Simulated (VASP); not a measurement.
# GaAs (I-4m2) in VASP: further runs

The runs below take GaAs through single point, with PBE.

Program: VASP 6.6.1. These are calculated values, not measurements. Logs are shortened: lines on timing, memory, paths and dates and some standing lists are left out, and cuts for length are marked.

### Step 1. The cell of the first run

It takes space group I-4m2 (No. 119, tetragonal). Conventional cell: a = 4.063 Å, b = 4.063 Å, c = 5.602 Å, α = 90.00°, β = 90.00°, γ = 90.00°. Within 3.3 Å of Ga (site symmetry -4m2) lie 4 As at 2.47 Å. As (site symmetry -4m2) has 4 Ga at 2.47 Å within 3.3 Å.

### Step 2. Single point, PBE (strain +0.000 along x and y, -0.025 along z)

The input, INCAR:

```
PREC = Accurate
ENCUT = 500
EDIFF = 1E-6
ISMEAR = 0
SIGMA = 0.03
LREAL = F
LASPH = T
NELM = 120
ALGO = Normal
ISIF = 2
LWAVE = F
LCHARG = F
GGA = PE
NBANDS = 16
GGA_COMPAT = F
```

The input, KPOINTS:

```
regular mesh
0
Gamma
  10 10 10
```

The input, POSCAR:

```
GaAs
1.0
    0.0000000000      2.8726922674      2.8008749607
    2.8726922674      0.0000000000      2.8008749607
    2.8726922674      2.8726922674      0.0000000000
Ga As
1 1
Direct
    0.0000000000      0.0000000000      0.0000000000
    0.7500000000      0.7500000000      0.7500000000
```

Potentials or basis: VASP PAW PBE potentials, release 64 (Ga_d, As).

Started as:

```console
> cat potpaw_PBE.64/Ga_d/POTCAR potpaw_PBE.64/As/POTCAR > POTCAR
> mpirun -np 1 vasp_std > vasp.out
```

OUTCAR:

```text
PREC = Accurate
   ENCUT = 500
   EDIFF = 1E-6
   ISMEAR = 0
   LREAL = F
   LASPH = T
   NELM = 120
   ISIF = 2
   GGA = PE

 ion  position               nearest neighbor table
   1  0.000  0.000  0.000-   2 2.47   2 2.47   2 2.47   2 2.47
   2  0.750  0.750  0.750-   1 2.47   1 2.47   1 2.47   1 2.47

  LATTYP: Found a body centered tetragonal cell.
 ALAT       =     4.0626003651
 C/A-ratio  =     1.3788582233

  Lattice vectors:

 A1 = (   0.0000000000,  -2.8726922674,  -2.8008749607)
 A2 = (   0.0000000000,   2.8726922674,  -2.8008749607)
 A3 = (   2.8726922674,   0.0000000000,   2.8008749607)

Analysis of symmetry for initial positions (statically):
=====================================================================
 Subroutine PRICEL returns:
 Original cell was already a primitive cell.

 Routine SETGRP: Setting up the symmetry group for a
 body centered tetragonal supercell.

 Subroutine GETGRP returns: Found  8 space group operations
 (whereof  8 operations were pure point group operations)
 out of a pool of 16 trial point group operations.

The static configuration has the point symmetry D_2d.

Analysis of symmetry for dynamics (positions and initial velocities):
=====================================================================
 Subroutine PRICEL returns:
 Original cell was already a primitive cell.

 Routine SETGRP: Setting up the symmetry group for a
 body centered tetragonal supercell.

 Subroutine GETGRP returns: Found  8 space group operations
 (whereof  8 operations were pure point group operations)
 out of a pool of 16 trial point group operations.

The dynamic configuration has the point symmetry D_2d.

 Subroutine INISYM returns: Found  8 space group operations
 (whereof  8 operations are pure point group operations),
 and found     1 'primitive' translations

----------------------------------------------------------------------------------------

                                     Primitive cell

  volume of cell :      46.2277

  direct lattice vectors                    reciprocal lattice vectors
     0.000000000  2.872692267  2.800874961    -0.174052754  0.174052754  0.178515645
     2.872692267  0.000000000  2.800874961     0.174052754 -0.174052754  0.178515645
     2.872692267  2.872692267  0.000000000     0.174052754  0.174052754 -0.178515645

  length of vectors
[... 81 lines left out ...]
   NELM   =    120;   NELMIN=  2; NELMDL= -5     # of ELM steps
   EDIFF  = 0.1E-05   stopping-criterion for ELM
   LREAL  =      F    real-space projection
   EDIFFG = 0.1E-04   stopping-criterion for IOM
   NSW    =      0    number of steps for IOM
   IBRION =     -1    ionic relax: 0-MD 1-quasi-New 2-CG
   NFREE  =      0    steps in history (QN), initial steepest desc. (CG)
   ISIF   =      2    stress and relaxation
   ISYM   =      2    0-nonsym 1-usesym 2-fastsym
   POTIM  = 0.5000    time-step for ionic-motion
   TEBEG  =    0.0;   TEEND  =   0.0 temperature during run
   PSTRESS=    0.0 pullay stress
   NELECT =      18.0000    total number of electrons
   NUPDOWN=      -1.0000    fix difference up-down
   EMIN   =  10.00;   EMAX   =-10.00  energy-range for DOS
   EFERMI =   0.00;   METHOD = LEGACY
   ISMEAR =     0;   SIGMA  =   0.03  broadening in eV -4-tet -1-fermi 0-gaus
   EFERMI_NEDOS =   21; number of points for ismear=-14 and -15
   IALGO  =     38    algorithm
   IMIX   =      4    mixing-type and parameters
     AMIX     =   0.40;   BMIX     =  1.00
     AMIX_MAG =   1.60;   BMIX_MAG =  1.00
  volume/ion in A,a.u.               =      23.11       155.98
  Fermi-wavevector in a.u.,A,eV,Ry     =   1.195451  2.259074 19.444120  1.429103
  Thomas-Fermi vector in A             =   2.331416
   LORBIT       =      0    0 simple, 1 ext, 2 COOP (PROOUT), +10 PAW based schemes
   GGA     = PE    functional components
   LHFCALC =     F    Hartree Fock is set to
   AEXX    =    0.0000 exact exchange contribution
   IVDW    =     0    specifies the selected vdW correction
   LEPSILON=     F    determine dielectric tensor
   LRPA    =     F    only Hartree local field effects (RPA)
 non-spin polarized calculation
 Gauss-broadening in eV      SIGMA  =   0.03
  energy-cutoff  :      500.00
  volume of cell :       46.23
 maximum number of plane-waves:      1211
 NGX is ok and might be reduce to    30
   NGX = 15   NGY = 15   NGZ = 15

 number of electron      17.9999988 magnetization

 Free energy of the ion-electron system (eV)
  ---------------------------------------------------
  ext. energy  EPLUGINS =         0.00000000
  ---------------------------------------------------
  free energy    TOTEN  =        -8.26449628 eV

  energy without entropy =       -8.26449628  energy(sigma->0) =       -8.26449628

 E-fermi :   3.9299     XC(G=0):  -9.4862

 val. band max:        3.8092771599   @ k =   0.0000   0.0000   0.0000
 cond. band min:       4.0624925294   @ k =   0.0000   0.0000   0.0000
 fundamental gap:      0.2532153695
 Fermi energy:         3.9299161650

 k-point     1 :       0.0000    0.0000    0.0000
  band No.  band energies     occupation
      1     -11.0509      2.00000
      2     -11.0509      2.00000
      3     -11.0446      2.00000
      4     -10.9776      2.00000
      5     -10.9730      2.00000
      6      -8.8435      2.00000
[... 433 lines left out ...]
      3     -11.0156      2.00000
      4     -10.9951      2.00000
      5     -10.9631      2.00000
      6      -7.1296      2.00000
[... 8 lines left out ...]
     15      15.7988      0.00000
     16      16.5204      0.00000

 [... further k-points ...]

------------------------ aborting loop because EDIFF is reached ----------------------------------------

  FORCE on cell =-STRESS in cart. coord.  units (eV):
  Direction    XX          YY          ZZ          XY          YZ          ZX
  --------------------------------------------------------------------------------------
  -------------------------------------------------------------------------------------
  Total        0.3772428      0.3772428      0.7829450      0.0000000      0.0000000      0.0000000
  in kB       13.0746348     13.0746348     27.1356287      0.0000000      0.0000000      0.0000000
  external PRESSURE =      17.7616328 kB  Pullay stress =       0.0000000 kB

 VOLUME and BASIS-vectors are now :
 -----------------------------------------------------------------------------
  energy-cutoff  :      500.00
  volume of cell :       46.23
      direct lattice vectors                 reciprocal lattice vectors
     0.000000000  2.872692267  2.800874961    -0.174052754  0.174052754  0.178515645
     2.872692267  0.000000000  2.800874961     0.174052754 -0.174052754  0.178515645
     2.872692267  2.872692267  0.000000000     0.174052754  0.174052754 -0.178515645

 POSITION                                       TOTAL-FORCE (eV/Angst)
 -----------------------------------------------------------------------------------
      0.00000      0.00000      0.00000         0.000000      0.000000      0.000000
      4.30904      4.30904      4.20131        -0.000000     -0.000000     -0.000000
 -----------------------------------------------------------------------------------
    total drift:                                0.000000      0.000000     -0.000000

  FREE ENERGIE OF THE ION-ELECTRON SYSTEM (eV)
  ---------------------------------------------------
  free  energy   TOTEN  =        -8.2644962810 eV

  energy  without entropy=       -8.2644962810  energy(sigma->0) =       -8.26449628
```

OSZICAR:

```text
N       E                     dE             d eps       ncg     rms          rms(c)
DAV:   1     0.839219754505E+02    0.83922E+02   -0.87815E+03  3320   0.149E+03
DAV:   2    -0.179501344824E+01   -0.85717E+02   -0.81628E+02  3832   0.310E+02
DAV:   3    -0.831893052902E+01   -0.65239E+01   -0.65066E+01  3936   0.659E+01
DAV:   4    -0.841816547590E+01   -0.99235E-01   -0.99223E-01  4120   0.916E+00
DAV:   5    -0.841957691490E+01   -0.14114E-02   -0.14114E-02  4112   0.980E-01    0.283E+00
DAV:   6    -0.828148151918E+01    0.13810E+00   -0.21095E-01  5008   0.771E+00    0.170E+00
DAV:   7    -0.826314493593E+01    0.18337E-01   -0.60592E-02  4064   0.174E+00    0.558E-01
DAV:   8    -0.826398263198E+01   -0.83770E-03   -0.99881E-03  4032   0.112E+00    0.102E-01
DAV:   9    -0.826437887275E+01   -0.39624E-03   -0.92850E-04  4152   0.363E-01    0.513E-02
DAV:  10    -0.826444470598E+01   -0.65833E-04   -0.69567E-05  4480   0.821E-02    0.278E-02
DAV:  11    -0.826449598017E+01   -0.51274E-04   -0.72814E-05  3736   0.629E-02    0.332E-03
DAV:  12    -0.826449628103E+01   -0.30085E-06   -0.10946E-06  3360   0.146E-02
   1 F= -.82644963E+01 E0= -.82644963E+01  d E =-.166143E-11
```

stdout:

```text
POSCAR found type information on POSCAR GaAs
 POSCAR found :  2 types and       2 ions
 scaLAPACK will be used
 LDA part: xc-table for (Slater+PW92), standard interpolation
 POSCAR, INCAR and KPOINTS ok, starting setup
 FFT: planning ... GRIDC
 FFT: planning ... GRID_SOFT
 FFT: planning ... GRID
 WAVECAR not read
 entering main loop
```

Run time: 70 s. Hardware: 1 thread of Intel Xeon Platinum 8259CL at 2.50GHz (Skylake/Cascade Lake), shared host; peak memory 0.22 GiB.

Results:

```
Free energy            : -8.2645 eV
Pressure               : 1.8 GPa
Band gap on the k mesh : 0.25 eV
```

Stress tensor (GPa, compression positive):
```
1.31 0.00 0.00
0.00 1.31 0.00
0.00 0.00 2.71
```

Caveat: the cell differs from its parent crystal (strain +0.000 along x and y, -0.025 along z).

### Step 3. Single point, PBE (strain -0.025 along x and y, +0.025 along z)

The input, INCAR:

```
ALGO = Normal
EDIFF = 1E-6
ENCUT = 500
GGA = PE
GGA_COMPAT = F
ISIF = 2
ISMEAR = 0
LASPH = T
LCHARG = F
LREAL = F
LWAVE = F
NBANDS = 16
NELM = 120
PREC = Accurate
SIGMA = 0.03
```

The input, KPOINTS:

```
k-points
0
Gamma
  10 10 10
```

The input, POSCAR:

```
GaAs
1.0
    0.0000000000      2.8008749607      2.9445095741
    2.8008749607      0.0000000000      2.9445095741
    2.8008749607      2.8008749607      0.0000000000
Ga As
1 1
Direct
    0.0000000000      0.0000000000      0.0000000000
    0.7500000000      0.7500000000      0.7500000000
```

Potentials or basis: VASP PAW PBE potentials, release 64 (Ga_d, As).

Started as:

```console
> cat potpaw_PBE.64/Ga_d/POTCAR potpaw_PBE.64/As/POTCAR > POTCAR
> mpirun -np 1 vasp_std > vasp.out
```

OUTCAR:

```text
EDIFF = 1E-6
   ENCUT = 500
   GGA = PE
   ISIF = 2
   ISMEAR = 0
   LASPH = T
   LREAL = F
   NELM = 120
   PREC = Accurate

 ion  position               nearest neighbor table
   1  0.000  0.000  0.000-   2 2.47   2 2.47   2 2.47   2 2.47
   2  0.750  0.750  0.750-   1 2.47   1 2.47   1 2.47   1 2.47

  LATTYP: Found a body centered tetragonal cell.
 ALAT       =     3.9610353559
 C/A-ratio  =     1.4867373348

  Lattice vectors:

 A1 = (  -2.8008749607,   0.0000000000,   2.9445095741)
 A2 = (   2.8008749607,   0.0000000000,   2.9445095741)
 A3 = (   0.0000000000,   2.8008749607,  -2.9445095741)

Analysis of symmetry for initial positions (statically):
=====================================================================
 Subroutine PRICEL returns:
 Original cell was already a primitive cell.

 Routine SETGRP: Setting up the symmetry group for a
 body centered tetragonal supercell.

 Subroutine GETGRP returns: Found  8 space group operations
 (whereof  8 operations were pure point group operations)
 out of a pool of 16 trial point group operations.

The static configuration has the point symmetry D_2d.

Analysis of symmetry for dynamics (positions and initial velocities):
=====================================================================
 Subroutine PRICEL returns:
 Original cell was already a primitive cell.

 Routine SETGRP: Setting up the symmetry group for a
 body centered tetragonal supercell.

 Subroutine GETGRP returns: Found  8 space group operations
 (whereof  8 operations were pure point group operations)
 out of a pool of 16 trial point group operations.

The dynamic configuration has the point symmetry D_2d.

 Subroutine INISYM returns: Found  8 space group operations
 (whereof  8 operations are pure point group operations),
 and found     1 'primitive' translations

----------------------------------------------------------------------------------------

[... 111 lines left out ...]
     AMIX     =   0.40;   BMIX     =  1.00
     AMIX_MAG =   1.60;   BMIX_MAG =  1.00
  volume/ion in A,a.u.               =      23.10       155.88
  Fermi-wavevector in a.u.,A,eV,Ry     =   1.195700  2.259545 19.452226  1.429698
  Thomas-Fermi vector in A             =   2.331659
   LORBIT       =      0    0 simple, 1 ext, 2 COOP (PROOUT), +10 PAW based schemes
   GGA     = PE    functional components
   LHFCALC =     F    Hartree Fock is set to
   AEXX    =    0.0000 exact exchange contribution
   IVDW    =     0    specifies the selected vdW correction
   LEPSILON=     F    determine dielectric tensor
   LRPA    =     F    only Hartree local field effects (RPA)
 non-spin polarized calculation
 Gauss-broadening in eV      SIGMA  =   0.03
  energy-cutoff  :      500.00
  volume of cell :       46.20
 maximum number of plane-waves:      1187
 NGX is ok and might be reduce to    30
   NGX = 15   NGY = 15   NGZ = 15

 number of electron      17.9999993 magnetization

 Free energy of the ion-electron system (eV)
  ---------------------------------------------------
  ext. energy  EPLUGINS =         0.00000000
  ---------------------------------------------------
  free energy    TOTEN  =        -8.25274576 eV

  energy without entropy =       -8.25274576  energy(sigma->0) =       -8.25274576

 E-fermi :   3.9412     XC(G=0):  -9.4911

 val. band max:        3.8252225261   @ k =   0.0000   0.0000   0.0000
 cond. band min:       4.0574757460   @ k =   0.0000   0.0000   0.0000
 fundamental gap:      0.2322532199
 Fermi energy:         3.9412004105

 k-point     1 :       0.0000    0.0000    0.0000
  band No.  band energies     occupation
      1     -11.0536      2.00000
      2     -11.0407      2.00000
      3     -11.0407      2.00000
      4     -10.9760      2.00000
      5     -10.9682      2.00000
      6      -8.8379      2.00000
[... 433 lines left out ...]
      3     -11.0077      2.00000
      4     -10.9802      2.00000
      5     -10.9690      2.00000
      6      -7.2430      2.00000
[... 8 lines left out ...]
     15      16.0710      0.00000
     16      16.1642      0.00000

 [... further k-points ...]

------------------------ aborting loop because EDIFF is reached ----------------------------------------

  FORCE on cell =-STRESS in cart. coord.  units (eV):
  Direction    XX          YY          ZZ          XY          YZ          ZX
  --------------------------------------------------------------------------------------
  -------------------------------------------------------------------------------------
  Total        0.8254903      0.8254903     -0.0960425      0.0000000      0.0000000      0.0000000
  in kB       28.6280760     28.6280760     -3.3307610      0.0000000      0.0000000      0.0000000
  external PRESSURE =      17.9751303 kB  Pullay stress =       0.0000000 kB

 VOLUME and BASIS-vectors are now :
 -----------------------------------------------------------------------------
  energy-cutoff  :      500.00
  volume of cell :       46.20
      direct lattice vectors                 reciprocal lattice vectors
     0.000000000  2.800874961  2.944509574    -0.178515645  0.178515645  0.169807565
     2.800874961  0.000000000  2.944509574     0.178515645 -0.178515645  0.169807565
     2.800874961  2.800874961  0.000000000     0.178515645  0.178515645 -0.169807565

 POSITION                                       TOTAL-FORCE (eV/Angst)
 -----------------------------------------------------------------------------------
      0.00000      0.00000      0.00000         0.000000      0.000000      0.000000
      4.20131      4.20131      4.41676        -0.000000     -0.000000     -0.000000
 -----------------------------------------------------------------------------------
    total drift:                               -0.000001     -0.000001      0.000001

  FREE ENERGIE OF THE ION-ELECTRON SYSTEM (eV)
  ---------------------------------------------------
  free  energy   TOTEN  =        -8.2527457554 eV

  energy  without entropy=       -8.2527457554  energy(sigma->0) =       -8.25274576
```

OSZICAR:

```text
N       E                     dE             d eps       ncg     rms          rms(c)
DAV:   1     0.813755485575E+02    0.81376E+02   -0.88045E+03  3344   0.149E+03
DAV:   2    -0.204501479735E+01   -0.83421E+02   -0.79585E+02  3712   0.300E+02
DAV:   3    -0.831095055112E+01   -0.62659E+01   -0.62432E+01  4016   0.646E+01
DAV:   4    -0.840732553244E+01   -0.96375E-01   -0.96358E-01  3976   0.887E+00
DAV:   5    -0.840870338690E+01   -0.13779E-02   -0.13778E-02  4160   0.963E-01    0.283E+00
DAV:   6    -0.826985471137E+01    0.13885E+00   -0.21243E-01  4992   0.773E+00    0.170E+00
DAV:   7    -0.825142910319E+01    0.18426E-01   -0.60816E-02  4024   0.175E+00    0.558E-01
DAV:   8    -0.825223660407E+01   -0.80750E-03   -0.99602E-03  4016   0.111E+00    0.102E-01
DAV:   9    -0.825263013152E+01   -0.39353E-03   -0.92566E-04  4080   0.360E-01    0.511E-02
DAV:  10    -0.825269502509E+01   -0.64894E-04   -0.69203E-05  4568   0.823E-02    0.277E-02
DAV:  11    -0.825274545890E+01   -0.50434E-04   -0.71578E-05  3760   0.626E-02    0.327E-03
DAV:  12    -0.825274575542E+01   -0.29652E-06   -0.10869E-06  3360   0.146E-02
   1 F= -.82527458E+01 E0= -.82527458E+01  d E =-.160001E-10
```

Wall time 71 s (1 thread of Intel Xeon Platinum 8259CL at 2.50GHz (Skylake/Cascade Lake), shared host); peak memory 0.22 GiB.

What came out:

| Item | Value |
| --- | --- |
| Free energy | -8.2527 eV |
| Pressure | 1.8 GPa |
| Band gap on the k mesh | 0.23 eV |

Levels at points of the mesh, in eV from the valence-band top:
```csv
k point,band 5,band 6,band 7,band 8,band 9,band 10,band 11,band 12,band 13,band 14
"(0.00, 0.00, 0.00)",-14.79,-12.66,-0.30,0.00,0.00,0.23,3.59,3.59,3.73,7.42
"(0.50, 0.00, 0.00)",-14.79,-10.97,-6.61,-1.41,-1.00,0.80,4.41,4.70,7.65,10.07
"(0.50, 0.50, 0.00)",-14.79,-10.38,-7.00,-2.48,-2.48,1.62,1.88,9.86,9.86,10.41
"(0.50, 0.00, 0.50)",-14.78,-10.20,-6.71,-2.81,-2.78,1.31,1.42,9.63,9.91,10.71
```

Caveat: the cell differs from its parent crystal (strain -0.025 along x and y, +0.025 along z).
